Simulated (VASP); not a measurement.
# Sr (Cmcm) in VASP: single point with PBE

Aim: the single point of Sr with PBE.

Everything below comes from runs of VASP 6.6.1. Logs are shortened: lines on timing, memory, paths and dates and some standing lists are left out, and cuts for length are marked.

## 1. The cell of the first run

The typed cell holds 2 atoms: a = 4.225 Å, b = 4.225 Å, c = 6.144 Å, α = 90.00°, β = 90.00°, γ = 90.07°.

## 2. Single point, PBE

The input, INCAR:

```
PREC = Accurate
ENCUT = 520
EDIFF = 1E-6
ISMEAR = 0
SIGMA = 0.1
LREAL = False
LASPH = True
NELM = 80
ALGO = Normal
ISIF = 2
LWAVE = False
LCHARG = False
GGA = PE
NBANDS = 17
```

The input, KPOINTS:

```
Automatic mesh
0
Gamma
  4 4 4
```

The input, POSCAR:

```
Sr
1.0
    2.9856681533     -2.9892356891      0.0000000000
    2.9856681533      2.9892356891      0.0000000000
    0.0000000000      0.0000000000      6.1442440332
Sr
2
Direct
    0.7499006976      0.2500993024      0.7500000000
    0.2500993024      0.7499006976      0.2500000000
```

Potentials or basis: VASP PAW PBE potentials, release 64 (Sr_sv).

Launch:

```sh
cat potpaw_PBE.64/Sr_sv/POTCAR > POTCAR
mpirun -np 1 vasp_std > vasp.out
```

OUTCAR:

```text
PREC = Accurate
   ENCUT = 520
   EDIFF = 1E-6
   ISMEAR = 0
   LREAL = False
   LASPH = True
   NELM = 80
   ISIF = 2
   GGA = PE

 ion  position               nearest neighbor table
   1  0.750  0.250  0.750-   2 4.28   2 4.28   2 4.28   2 4.28   2 4.29   2 4.29   2 4.29   2 4.29

   2  0.250  0.750  0.250-   1 4.28   1 4.28   1 4.28   1 4.28   1 4.29   1 4.29   1 4.29   1 4.29

  LATTYP: Found a base centered orthorhombic cell.
 ALAT       =     5.9713363066
 B/A-ratio  =     1.0011948869
 C/A-ratio  =     1.0289562868

  Lattice vectors:

 A1 = (   2.9856681533,  -2.9892356891,   0.0000000000)
 A2 = (   2.9856681533,   2.9892356891,   0.0000000000)
 A3 = (   0.0000000000,   0.0000000000,   6.1442440332)

Analysis of symmetry for initial positions (statically):
=====================================================================
 Subroutine PRICEL returns:
 Original cell was already a primitive cell.

 Routine SETGRP: Setting up the symmetry group for a
 base centered orthorhombic supercell.

 Subroutine GETGRP returns: Found  8 space group operations
 (whereof  4 operations were pure point group operations)
 out of a pool of  8 trial point group operations.

The static configuration has the point symmetry C_2h.
 The point group associated with its full space group is D_2h.

Analysis of symmetry for dynamics (positions and initial velocities):
=====================================================================
 Subroutine PRICEL returns:
 Original cell was already a primitive cell.

 Routine SETGRP: Setting up the symmetry group for a
 base centered orthorhombic supercell.

 Subroutine GETGRP returns: Found  8 space group operations
 (whereof  4 operations were pure point group operations)
 out of a pool of  8 trial point group operations.

The dynamic configuration has the point symmetry C_2h.
 The point group associated with its full space group is D_2h.

 Subroutine INISYM returns: Found  8 space group operations
 (whereof  4 operations are pure point group operations),
 and found     1 'primitive' translations

----------------------------------------------------------------------------------------

                                     Primitive cell

  volume of cell :     109.6731

  direct lattice vectors                    reciprocal lattice vectors
     2.985668153 -2.989235689  0.000000000     0.167466702 -0.167266837  0.000000000
     2.985668153  2.989235689  0.000000000     0.167466702  0.167266837  0.000000000
     0.000000000  0.000000000  6.144244033     0.000000000  0.000000000  0.162753952

  length of vectors
     4.224895777  4.224895777  6.144244033     0.236692398  0.236692398  0.162753952

  position of ions in fractional coordinates (direct lattice)
     0.749900698  0.250099302  0.750000000
     0.250099302  0.749900698  0.250000000

  ion indices of the primitive-cell ions
   primitive index   ion index
                 1           1
                 2           2

----------------------------------------------------------------------------------------

 KPOINTS: Automatic mesh

Automatic generation of k-mesh.
 Grid dimensions read from file:
 generate k-points for:    4    4    4

 Generating k-lattice:

  Cartesian coordinates                     Fractional coordinates (reciprocal lattice)
     0.041866676 -0.041816709  0.000000000     0.250000000  0.000000000  0.000000000
     0.041866676  0.041816709  0.000000000     0.000000000  0.250000000  0.000000000
     0.000000000  0.000000000  0.040688488     0.000000000  0.000000000  0.250000000

  Length of vectors
     0.059173100  0.059173100  0.040688488

  Shift w.r.t. Gamma in fractional coordinates (k-lattice)
     0.000000000  0.000000000  0.000000000

 Subroutine IBZKPT returns following result:
 ===========================================

 Found     21 irreducible k-points:

 Following reciprocal coordinates:
            Coordinates               Weight
  0.000000  0.000000  0.000000      1.000000
  0.250000  0.000000  0.000000      4.000000
  0.500000  0.000000  0.000000      2.000000
  0.250000  0.250000  0.000000      2.000000
  0.500000  0.250000  0.000000      4.000000
 -0.250000  0.250000  0.000000      2.000000
[... 13 lines left out ...]
 -0.250000  0.250000  0.500000      2.000000
  0.500000  0.500000  0.500000      1.000000
   k-points           NKPTS =     21   k-points in BZ     NKDIM =     21   number of bands    NBANDS=     17
   number of dos      NEDOS =    301   number of ions     NIONS =      2
   total plane-waves  NPLWV =  49152
   dimension x,y,z NGX =    32 NGY =   32 NGZ =   48
   dimension x,y,z NGXF=    64 NGYF=   64 NGZF=   96
   ions per type =               2
   NGX,Y,Z   is equivalent  to a cutoff of  12.59, 12.59, 12.99 a.u.
   NGXF,Y,Z  is equivalent  to a cutoff of  25.18, 25.18, 25.97 a.u.
 SYSTEM =  unknown system
   PREC   = accura    normal or accurate (medium, high low for compatibility)
   ISTART =      0    job   : 0-new  1-cont  2-samecut
   ICHARG =      2    charge: 1-file 2-atom 10-const
   ISPIN  =      1    spin polarized calculation?
   LNONCOLLINEAR =      F non collinear calculations
   LSORBIT =      F    spin-orbit coupling
   LASPH  =      T    aspherical Exc in radial PAW
   ENCUT  =  520.0 eV  38.22 Ry    6.18 a.u.   7.86  7.86 11.42*2*pi/ulx,y,z
   NELM   =     80;   NELMIN=  2; NELMDL= -5     # of ELM steps
   EDIFF  = 0.1E-05   stopping-criterion for ELM
   LREAL  =      F    real-space projection
   EDIFFG = 0.1E-04   stopping-criterion for IOM
   NSW    =      0    number of steps for IOM
   IBRION =     -1    ionic relax: 0-MD 1-quasi-New 2-CG
   NFREE  =      0    steps in history (QN), initial steepest desc. (CG)
   ISIF   =      2    stress and relaxation
   ISYM   =      2    0-nonsym 1-usesym 2-fastsym
   POTIM  = 0.5000    time-step for ionic-motion
   TEBEG  =    0.0;   TEEND  =   0.0 temperature during run
   PSTRESS=    0.0 pullay stress
   NELECT =      20.0000    total number of electrons
   NUPDOWN=      -1.0000    fix difference up-down
   EMIN   =  10.00;   EMAX   =-10.00  energy-range for DOS
   EFERMI =   0.00;   METHOD = LEGACY
   ISMEAR =     0;   SIGMA  =   0.10  broadening in eV -4-tet -1-fermi 0-gaus
   EFERMI_NEDOS =   21; number of points for ismear=-14 and -15
   IALGO  =     38    algorithm
   IMIX   =      4    mixing-type and parameters
     AMIX     =   0.40;   BMIX     =  1.00
     AMIX_MAG =   1.60;   BMIX_MAG =  1.00
  volume/ion in A,a.u.               =      54.84       370.06
  Fermi-wavevector in a.u.,A,eV,Ry     =   0.928364  1.754353 11.726304  0.861859
  Thomas-Fermi vector in A             =   2.054532
   LORBIT       =      0    0 simple, 1 ext, 2 COOP (PROOUT), +10 PAW based schemes
   GGA     = PE    functional components
   LHFCALC =     F    Hartree Fock is set to
   AEXX    =    0.0000 exact exchange contribution
   IVDW    =     0    specifies the selected vdW correction
   LEPSILON=     F    determine dielectric tensor
   LRPA    =     F    only Hartree local field effects (RPA)
 non-spin polarized calculation
 Gauss-broadening in eV      SIGMA  =   0.10
  energy-cutoff  :      520.00
  volume of cell :      109.67
 maximum number of plane-waves:      2976
   NGX = 15   NGY = 15   NGZ = 23

 number of electron      20.0000000 magnetization

 Free energy of the ion-electron system (eV)
  ---------------------------------------------------
  ext. energy  EPLUGINS =         0.00000000
  ---------------------------------------------------
  free energy    TOTEN  =        -3.32422825 eV

  energy without entropy =       -3.31003592  energy(sigma->0) =       -3.31713208

 E-fermi :   1.6025     XC(G=0):  -7.3606

 val. band max:        1.4727763748   @ k =   0.2500   0.0000   0.0000
 cond. band min:       1.6044516948   @ k =   0.5000   0.2500   0.5000
 fundamental gap:      0.1316753201
 Fermi energy:         1.6025168998

 k-point     1 :       0.0000    0.0000    0.0000
  band No.  band energies     occupation
      1     -35.0288      2.00000
      2     -35.0113      2.00000
      3     -17.0981      2.00000
      4     -16.9811      2.00000
      5     -16.9808      2.00000
      6     -16.9153      2.00000
[... 9 lines left out ...]
     16       5.2819      0.00000
     17       5.5214      0.00000

 k-point     2 :       0.2500    0.0000    0.0000
  band No.  band energies     occupation
      1     -35.0235      2.00000
      2     -35.0112      2.00000
      3     -17.0658      2.00000
      4     -17.0292      2.00000
      5     -16.9836      2.00000
      6     -16.9665      2.00000
[... 9 lines left out ...]
     16       4.9043      0.00000
     17       5.0675      0.00000

 k-point     3 :       0.5000    0.0000    0.0000
  band No.  band energies     occupation
      1     -35.0147      2.00000
      2     -35.0147      2.00000
      3     -17.0637      2.00000
      4     -17.0637      2.00000
      5     -16.9955      2.00000
      6     -16.9953      2.00000
[... 9 lines left out ...]
     16       4.4593      0.00000
     17       5.2473      0.00000

 k-point     4 :       0.2500    0.2500    0.0000
  band No.  band energies     occupation
      1     -35.0191      2.00000
      2     -35.0103      2.00000
      3     -17.0420      2.00000
      4     -17.0409      2.00000
      5     -17.0122      2.00000
      6     -16.9912      2.00000
[... 9 lines left out ...]
     16       4.5588      0.00000
     17       4.5973      0.00000

 k-point     5 :       0.5000    0.2500    0.0000
  band No.  band energies     occupation
      1     -35.0121      2.00000
      2     -35.0120      2.00000
      3     -17.0743      2.00000
      4     -17.0743      2.00000
      5     -16.9896      2.00000
      6     -16.9892      2.00000
[... 9 lines left out ...]
     16       4.9140      0.00000
     17       5.6012      0.00000

 k-point     6 :      -0.2500    0.2500    0.0000
  band No.  band energies     occupation
      1     -35.0191      2.00000
      2     -35.0103      2.00000
      3     -17.0421      2.00000
      4     -17.0413      2.00000
      5     -17.0123      2.00000
      6     -16.9911      2.00000
[... 9 lines left out ...]
     16       4.5627      0.00000
     17       4.6029      0.00000

 k-point     7 :       0.5000    0.5000    0.0000
  band No.  band energies     occupation
      1     -35.0094      2.00000
      2     -35.0094      2.00000
      3     -17.1023      2.00000
      4     -17.1023      2.00000
      5     -16.9972      2.00000
      6     -16.9969      2.00000
[... 9 lines left out ...]
     16       6.4288      0.00000
     17       6.6729      0.00000

 k-point     8 :       0.0000    0.0000    0.2500
  band No.  band energies     occupation
      1     -35.0262      2.00000
      2     -35.0138      2.00000
      3     -17.0726      2.00000
      4     -16.9715      2.00000
      5     -16.9712      2.00000
      6     -16.9432      2.00000
[... 9 lines left out ...]
     16       4.7094      0.00000
     17       5.6246      0.00000
[... 143 lines left out ...]
      1     -35.0173      2.00000
      2     -35.0173      2.00000
      3     -17.0587      2.00000
      4     -17.0587      2.00000
      5     -16.9499      2.00000
      6     -16.9499      2.00000
[... 9 lines left out ...]
     16       4.2356      0.00000
     17       5.4655      0.00000

 k-point    17 :       0.5000    0.0000    0.5000
  band No.  band energies     occupation
      1     -35.0147      2.00000
      2     -35.0147      2.00000
      3     -17.1127      2.00000
      4     -17.1127      2.00000
      5     -16.9460      2.00000
      6     -16.9460      2.00000
[... 9 lines left out ...]
     16       3.8712      0.00000
     17       6.4411      0.00000

 k-point    18 :       0.2500    0.2500    0.5000
  band No.  band energies     occupation
      1     -35.0147      2.00000
      2     -35.0147      2.00000
      3     -17.0536      2.00000
      4     -17.0536      2.00000
      5     -16.9994      2.00000
      6     -16.9994      2.00000
[... 9 lines left out ...]
     16       4.3901      0.00000
     17       5.1721      0.00000

 k-point    19 :       0.5000    0.2500    0.5000
  band No.  band energies     occupation
      1     -35.0120      2.00000
      2     -35.0120      2.00000
      3     -17.0868      2.00000
      4     -17.0868      2.00000
      5     -16.9946      2.00000
      6     -16.9946      2.00000
[... 9 lines left out ...]
     16       4.1987      0.00000
     17       5.8773      0.00000

 k-point    20 :      -0.2500    0.2500    0.5000
  band No.  band energies     occupation
      1     -35.0147      2.00000
      2     -35.0147      2.00000
      3     -17.0533      2.00000
      4     -17.0533      2.00000
      5     -16.9994      2.00000
      6     -16.9994      2.00000
[... 9 lines left out ...]
     16       4.3863      0.00000
     17       5.1694      0.00000

 k-point    21 :       0.5000    0.5000    0.5000
  band No.  band energies     occupation
      1     -35.0094      2.00000
      2     -35.0094      2.00000
      3     -17.0501      2.00000
      4     -17.0501      2.00000
      5     -17.0499      2.00000
      6     -17.0499      2.00000
[... 9 lines left out ...]
     16       3.8106      0.00000
     17       6.8555      0.00000

------------------------ aborting loop because EDIFF is reached ----------------------------------------

  FORCE on cell =-STRESS in cart. coord.  units (eV):
  Direction    XX          YY          ZZ          XY          YZ          ZX
  --------------------------------------------------------------------------------------
  -------------------------------------------------------------------------------------
  Total        0.0558970      0.0505211      0.0530984      0.0000000      0.0000000      0.0000000
  in kB        0.8165804      0.7380452      0.7756962      0.0000000      0.0000000      0.0000000
  external PRESSURE =       0.7767739 kB  Pullay stress =       0.0000000 kB

 VOLUME and BASIS-vectors are now :
 -----------------------------------------------------------------------------
  energy-cutoff  :      520.00
  volume of cell :      109.67
      direct lattice vectors                 reciprocal lattice vectors
     2.985668153 -2.989235689  0.000000000     0.167466702 -0.167266837  0.000000000
     2.985668153  2.989235689  0.000000000     0.167466702  0.167266837  0.000000000
     0.000000000  0.000000000  6.144244033     0.000000000  0.000000000  0.162753952

 POSITION                                       TOTAL-FORCE (eV/Angst)
 -----------------------------------------------------------------------------------
      2.98567     -1.49402      4.60818         0.000000     -0.001081     -0.000000
      2.98567      1.49402      1.53606         0.000000      0.001081      0.000000
 -----------------------------------------------------------------------------------
    total drift:                               -0.000000     -0.000000     -0.000000

  FREE ENERGIE OF THE ION-ELECTRON SYSTEM (eV)
  ---------------------------------------------------
  free  energy   TOTEN  =        -3.3242282528 eV

  energy  without entropy=       -3.3100359151  energy(sigma->0) =       -3.31713208
```

Run time: 12 s. Hardware: 1 thread of AMD EPYC 9R45 (Zen 5), shared host; peak memory 0.18 GiB.

Results:

```
Free energy            : -3.3242 eV
Pressure               : 0.1 GPa
Band gap on the k mesh : zero (band 10 reaches 1.67 eV, above the bottom of band 11 at 1.60 eV)
```

Caveat: the k points lie up to 0.37 Å⁻¹ apart.
